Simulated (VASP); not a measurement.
# Ga3Sb3H2 in VASP: single point with PBE

Aim: the single point of Ga3Sb3H2 with PBE.

All numbers are computed with VASP 6.6.1; they aren't measurements. Logs are shortened: lines on timing, memory, paths and dates and some standing lists are left out, and cuts for length are marked.

## (1) The cell of the first run

The cell holds a wire or tube with vacuum around it, 16 atoms: a = 22.800 Å, b = 10.000 Å, c = 7.579 Å, α = 90.00°, β = 90.00°, γ = 90.00°.

## (2) Single point, PBE

The input, INCAR:

```
PREC = Accurate
ENCUT = 400
EDIFF = 1E-6
ISMEAR = 0
SIGMA = 0.05
LREAL = Auto
LASPH = T
NELM = 120
ALGO = Normal
ISIF = 2
LWAVE = F
LCHARG = F
GGA = PE
NBANDS = 100
GGA_COMPAT = F
```

The input, KPOINTS:

```
regular mesh
0
Gamma
  1 1 5
```

The input, POSCAR:

```
Ga3Sb3H2
1.0
   22.8000000000      0.0000000000      0.0000000000
    0.0000000000     10.0000000000      0.0000000000
    0.0000000000      0.0000000000      7.5789833803
Ga Sb H
6 6 4
Direct
    0.7398973736      0.4651641641      0.3333333333
    0.5479794747      0.4651641641      0.3333333333
    0.6439384242      0.4651641641      0.8333333333
    0.3560615758      0.4651641641      0.3333333333
    0.4520205253      0.4651641641      0.8333333333
    0.2601026264      0.4651641641      0.8333333333
    0.6439384242      0.5348358359      0.1666666667
    0.7398973736      0.5348358359      0.6666666667
    0.4520205253      0.5348358359      0.1666666667
    0.5479794747      0.5348358359      0.6666666667
    0.2601026264      0.5348358359      0.1666666667
    0.3560615758      0.5348358359      0.6666666667
    0.7973854815      0.5069038102      0.2334848942
    0.2026145185      0.5069038102      0.7334848942
    0.8025118096      0.4893741832      0.7754187882
    0.1974881904      0.4893741832      0.2754187882
```

Potentials or basis: VASP PAW PBE potentials, release 64 (Ga_d, Sb_d_GW, H).

The run is started by

```bash
> cat potpaw_PBE.64/Ga_d/POTCAR potpaw_PBE.64/Sb_d_GW/POTCAR potpaw_PBE.64/H/POTCAR > POTCAR
> mpirun -np 1 vasp_std > vasp.out
```

OUTCAR:

```text
PREC = Accurate
   ENCUT = 400
   EDIFF = 1E-6
   ISMEAR = 0
   LREAL = Auto
   LASPH = T
   NELM = 120
   ISIF = 2
   GGA = PE

 ion  position               nearest neighbor table
   1  0.740  0.465  0.333-  13 1.57   7 2.62   8 2.62
   2  0.548  0.465  0.333-   9 2.62  10 2.62   7 2.62
   3  0.644  0.465  0.833-   8 2.62   7 2.62  10 2.62
   4  0.356  0.465  0.333-  11 2.62  12 2.62   9 2.62
   5  0.452  0.465  0.833-  10 2.62   9 2.62  12 2.62
   6  0.260  0.465  0.833-  14 1.57  12 2.62  11 2.62
   7  0.644  0.535  0.167-   1 2.62   3 2.62   2 2.62
   8  0.740  0.535  0.667-  15 1.71   3 2.62   1 2.62
   9  0.452  0.535  0.167-   2 2.62   5 2.62   4 2.62
  10  0.548  0.535  0.667-   5 2.62   2 2.62   3 2.62
  11  0.260  0.535  0.167-  16 1.71   4 2.62   6 2.62
  12  0.356  0.535  0.667-   6 2.62   4 2.62   5 2.62
  13  0.797  0.507  0.233-   1 1.57
  14  0.203  0.507  0.733-   6 1.57
  15  0.803  0.489  0.775-   8 1.71
  16  0.197  0.489  0.275-  11 1.71

  LATTYP: Found a simple orthorhombic cell.
 ALAT       =     7.5789833803
 B/A-ratio  =     1.3194381750
 C/A-ratio  =     3.0083190391

  Lattice vectors:

 A1 = (   0.0000000000,   0.0000000000,  -7.5789833803)
 A2 = (   0.0000000000,  10.0000000000,   0.0000000000)
 A3 = (  22.8000000000,   0.0000000000,   0.0000000000)

Analysis of symmetry for initial positions (statically):
=====================================================================
 Subroutine PRICEL returns:
 Original cell was already a primitive cell.

 Routine SETGRP: Setting up the symmetry group for a
 simple orthorhombic supercell.

 Subroutine GETGRP returns: Found  2 space group operations
 (whereof  1 operations were pure point group operations)
 out of a pool of  8 trial point group operations.

The static configuration has the point symmetry C_1 .
 The point group associated with its full space group is C_1h.

Analysis of symmetry for dynamics (positions and initial velocities):
=====================================================================
 Subroutine PRICEL returns:
 Original cell was already a primitive cell.

 Routine SETGRP: Setting up the symmetry group for a
 simple orthorhombic supercell.

 Subroutine GETGRP returns: Found  2 space group operations
 (whereof  1 operations were pure point group operations)
 out of a pool of  8 trial point group operations.

The dynamic configuration has the point symmetry C_1 .
 The point group associated with its full space group is C_1h.

 Subroutine INISYM returns: Found  2 space group operations
 (whereof  1 operations are pure point group operations),
 and found     1 'primitive' translations

----------------------------------------------------------------------------------------

                                     Primitive cell

  volume of cell :    1728.0082

  direct lattice vectors                    reciprocal lattice vectors
    22.800000000  0.000000000  0.000000000     0.043859649  0.000000000  0.000000000
     0.000000000 10.000000000  0.000000000     0.000000000  0.100000000  0.000000000
     0.000000000  0.000000000  7.578983380     0.000000000  0.000000000  0.131943818

  length of vectors
    22.800000000 10.000000000  7.578983380     0.043859649  0.100000000  0.131943818

  position of ions in fractional coordinates (direct lattice)
     0.739897374  0.465164164  0.333333333
     0.547979475  0.465164164  0.333333333
     0.643938424  0.465164164  0.833333333
     0.356061576  0.465164164  0.333333333
     0.452020525  0.465164164  0.833333333
     0.260102626  0.465164164  0.833333333
[... 8 lines left out ...]
     0.802511810  0.489374183  0.775418788
     0.197488190  0.489374183  0.275418788

  ion indices of the primitive-cell ions
   primitive index   ion index
                 1           1
                 2           2
                 3           3
                 4           4
                 5           5
                 6           6
[... 8 lines left out ...]
                15          15
                16          16

----------------------------------------------------------------------------------------

 KPOINTS: regular mesh

Automatic generation of k-mesh.
 Grid dimensions read from file:
 generate k-points for:    1    1    5

 Generating k-lattice:

  Cartesian coordinates                     Fractional coordinates (reciprocal lattice)
     0.043859649  0.000000000  0.000000000     1.000000000  0.000000000  0.000000000
     0.000000000  0.100000000  0.000000000     0.000000000  1.000000000  0.000000000
     0.000000000  0.000000000  0.026388764     0.000000000  0.000000000  0.200000000

  Length of vectors
     0.043859649  0.100000000  0.026388764

  Shift w.r.t. Gamma in fractional coordinates (k-lattice)
     0.000000000  0.000000000  0.000000000

 Subroutine IBZKPT returns following result:
 ===========================================

 Found      3 irreducible k-points:

 Following reciprocal coordinates:
            Coordinates               Weight
  0.000000  0.000000  0.000000      1.000000
  0.000000  0.000000  0.200000      2.000000
  0.000000  0.000000  0.400000      2.000000
   k-points           NKPTS =      3   k-points in BZ     NKDIM =      3   number of bands    NBANDS=    100
   number of dos      NEDOS =    301   number of ions     NIONS =     16
   total plane-waves  NPLWV = 525000
   dimension x,y,z NGX =   150 NGY =   70 NGZ =   50
   dimension x,y,z NGXF=   300 NGYF=  140 NGZF=  100
   ions per type =               6   6   4
   NGX,Y,Z   is equivalent  to a cutoff of  10.94, 11.64, 10.97 a.u.
   NGXF,Y,Z  is equivalent  to a cutoff of  21.87, 23.27, 21.94 a.u.
 SYSTEM =  unknown system
   PREC   = accura    normal or accurate (medium, high low for compatibility)
   ISTART =      0    job   : 0-new  1-cont  2-samecut
   ICHARG =      2    charge: 1-file 2-atom 10-const
   ISPIN  =      1    spin polarized calculation?
   LNONCOLLINEAR =      F non collinear calculations
   LSORBIT =      F    spin-orbit coupling
   LASPH  =      T    aspherical Exc in radial PAW
   ENCUT  =  400.0 eV  29.40 Ry    5.42 a.u.  37.18 16.31 12.36*2*pi/ulx,y,z
   NELM   =    120;   NELMIN=  2; NELMDL= -5     # of ELM steps
   EDIFF  = 0.1E-05   stopping-criterion for ELM
   LREAL  =      T    real-space projection
   EDIFFG = 0.1E-04   stopping-criterion for IOM
   NSW    =      0    number of steps for IOM
   IBRION =     -1    ionic relax: 0-MD 1-quasi-New 2-CG
   NFREE  =      0    steps in history (QN), initial steepest desc. (CG)
   ISIF   =      2    stress and relaxation
   ISYM   =      2    0-nonsym 1-usesym 2-fastsym
   POTIM  = 0.5000    time-step for ionic-motion
   TEBEG  =    0.0;   TEEND  =   0.0 temperature during run
   PSTRESS=    0.0 pullay stress
   NELECT =     172.0000    total number of electrons
   NUPDOWN=      -1.0000    fix difference up-down
   EMIN   =  10.00;   EMAX   =-10.00  energy-range for DOS
   EFERMI =   0.00;   METHOD = LEGACY
   ISMEAR =     0;   SIGMA  =   0.05  broadening in eV -4-tet -1-fermi 0-gaus
   EFERMI_NEDOS =   21; number of points for ismear=-14 and -15
   IALGO  =     38    algorithm
   IMIX   =      4    mixing-type and parameters
     AMIX     =   0.40;   BMIX     =  1.00
     AMIX_MAG =   1.60;   BMIX_MAG =  1.00
  volume/ion in A,a.u.               =     108.00       728.82
  Fermi-wavevector in a.u.,A,eV,Ry     =   0.758698  1.433732  7.831826  0.575623
  Thomas-Fermi vector in A             =   1.857327
   LORBIT       =      0    0 simple, 1 ext, 2 COOP (PROOUT), +10 PAW based schemes
   GGA     = PE    functional components
   LHFCALC =     F    Hartree Fock is set to
   AEXX    =    0.0000 exact exchange contribution
   IVDW    =     0    specifies the selected vdW correction
   LEPSILON=     F    determine dielectric tensor
   LRPA    =     F    only Hartree local field effects (RPA)
 non-spin polarized calculation
 Gauss-broadening in eV      SIGMA  =   0.05
  energy-cutoff  :      400.00
  volume of cell :     1728.01
 maximum number of plane-waves:     31427
 NGX is ok and might be reduce to   150
   NGX = 75   NGY = 33   NGZ = 25

 number of electron     172.0000083 magnetization

 Free energy of the ion-electron system (eV)
  ---------------------------------------------------
  ext. energy  EPLUGINS =         0.00000000
  ---------------------------------------------------
  free energy    TOTEN  =       -51.14267077 eV

  energy without entropy =      -51.14267077  energy(sigma->0) =      -51.14267077

 E-fermi :  -3.0254     XC(G=0):  -2.9563

 val. band max:       -3.3436427563   @ k =   0.0000   0.0000   0.0000
 cond. band min:      -1.9505948508   @ k =   0.0000   0.0000   0.0000
 fundamental gap:      1.3930479055
 Fermi energy:        -3.0253843695

 k-point     1 :       0.0000    0.0000    0.0000
  band No.  band energies     occupation
      1     -31.3935      2.00000
      2     -31.3935      2.00000
      3     -31.3728      2.00000
      4     -31.3728      2.00000
      5     -31.3342      2.00000
      6     -31.3333      2.00000
[... 90 lines left out ...]
     97       0.7322      0.00000
     98       0.7511      0.00000

 k-point     2 :       0.0000    0.0000    0.2000
  band No.  band energies     occupation
      1     -31.3935      2.00000
      2     -31.3935      2.00000
      3     -31.3728      2.00000
      4     -31.3728      2.00000
      5     -31.3343      2.00000
      6     -31.3336      2.00000
[... 90 lines left out ...]
     97       0.4971      0.00000
     98       0.5278      0.00000

 k-point     3 :       0.0000    0.0000    0.4000
  band No.  band energies     occupation
      1     -31.3935      2.00000
      2     -31.3935      2.00000
      3     -31.3728      2.00000
      4     -31.3728      2.00000
      5     -31.3343      2.00000
      6     -31.3341      2.00000
[... 90 lines left out ...]
     97      -0.1384      0.00000
     98       0.1532      0.00000
 [bands above 98 left out]

------------------------ aborting loop because EDIFF is reached ----------------------------------------

  FORCE on cell =-STRESS in cart. coord.  units (eV):
  Direction    XX          YY          ZZ          XY          YZ          ZX
  --------------------------------------------------------------------------------------
  -------------------------------------------------------------------------------------
  Total       -2.1477067     -0.7031833     -1.9638883      0.0000000     -0.2484359      0.0000000
  in kB       -1.9913141     -0.6519786     -1.8208810      0.0000000     -0.2303452      0.0000000
  external PRESSURE =      -1.4880579 kB  Pullay stress =       0.0000000 kB

 VOLUME and BASIS-vectors are now :
 -----------------------------------------------------------------------------
  energy-cutoff  :      400.00
  volume of cell :     1728.01
      direct lattice vectors                 reciprocal lattice vectors
    22.800000000  0.000000000  0.000000000     0.043859649  0.000000000  0.000000000
     0.000000000 10.000000000  0.000000000     0.000000000  0.100000000  0.000000000
     0.000000000  0.000000000  7.578983380     0.000000000  0.000000000  0.131943818

 POSITION                                       TOTAL-FORCE (eV/Angst)
 -----------------------------------------------------------------------------------
     16.86966      4.65164      2.52633        -0.082130      0.365825      0.180799
     12.49393      4.65164      2.52633         0.045852     -0.002492     -0.016561
     14.68180      4.65164      6.31582         0.118998     -0.085443      0.048934
      8.11820      4.65164      2.52633        -0.118998     -0.085443      0.048934
     10.30607      4.65164      6.31582        -0.045852     -0.002492     -0.016561
      5.93034      4.65164      6.31582         0.082130      0.365825      0.180799
[... 8 lines left out ...]
     18.29727      4.89374      5.87689        -0.000924     -0.323102      0.014331
      4.50273      4.89374      2.08739         0.000924     -0.323102      0.014331
 -----------------------------------------------------------------------------------
    total drift:                                0.000000      0.001436     -0.003814

  FREE ENERGIE OF THE ION-ELECTRON SYSTEM (eV)
  ---------------------------------------------------
  free  energy   TOTEN  =       -51.1426707717 eV

  energy  without entropy=      -51.1426707717  energy(sigma->0) =      -51.14267077
```

Wall time 18 min (1 thread of Intel Xeon Platinum 8259CL at 2.50GHz (Skylake/Cascade Lake), shared host); peak memory 1 GiB.

What came out:

* Free energy: -51.1427 eV
* Largest force: 0.564 eV/Å
* Band gap on the k mesh: 1.39 eV

Forces on the atoms (eV/Å):
```
Ga  -0.082  0.366  0.181
Ga   0.046 -0.002 -0.017
Ga   0.119 -0.085  0.049
Ga  -0.119 -0.085  0.049
Ga  -0.046 -0.002 -0.017
Ga   0.082  0.366  0.181
Sb   0.005 -0.073  0.192
Sb  -0.304  0.352 -0.319
Sb  -0.066  0.034 -0.003
Sb   0.066  0.034 -0.003
Sb   0.304  0.352 -0.319
Sb  -0.005 -0.073  0.192
H    0.143 -0.268 -0.098
H   -0.143 -0.268 -0.098
H   -0.001 -0.323  0.014
H    0.001 -0.323  0.014
```

Caveat: spin-orbit coupling is left out, which moves the levels of the heavy elements.
